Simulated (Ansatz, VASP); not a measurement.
**CsH: VASP beside Ansatz**

```
Cs H
1.0
    -0.07970    3.18800    3.18800
     3.18800   -0.07970    3.18800
     3.10830    3.10830    0.00000
Cs H
1 1
Direct
  0.00000 0.00000 0.00000
  0.50000 0.50000 0.50000
```

Change from the starting cell: strain -0.0500 x Voigt [0, 0, 0, 0, 0, 1], atoms carried along.

Alike in both runs: task single point; functional LDA; k mesh 8 × 8 × 8; occupations gaussian, width 0.05 eV; no spin polarisation.

|  | VASP | Ansatz |
| --- | --- | --- |
| version | VASP 6.6.1 | Ansatz 0.2.0 |
| potentials or method | VASP PAW LDA potentials, release 64 (Cs_sv, H), cutoff 520 eV | scalar-relativistic, plane waves, PAW |
| valence electrons in the cell | 10 | 10 |

```csv
,VASP,Ansatz,Ansatz less VASP
gap on the k mesh at the Fermi level (eV),1.91,1.92,+0.018
least direct gap on the mesh (eV),1.94,1.95,+0.018
pressure (GPa),-1.2,-1.3,-0.02
"traceless stress, the component that is largest in VASP (GPa)",0.27,0.27,0.000
```

LDA's correlation is that of Perdew and Zunger in VASP and of Perdew and Wang (1992) in Ansatz.

Spin-orbit coupling is off throughout.
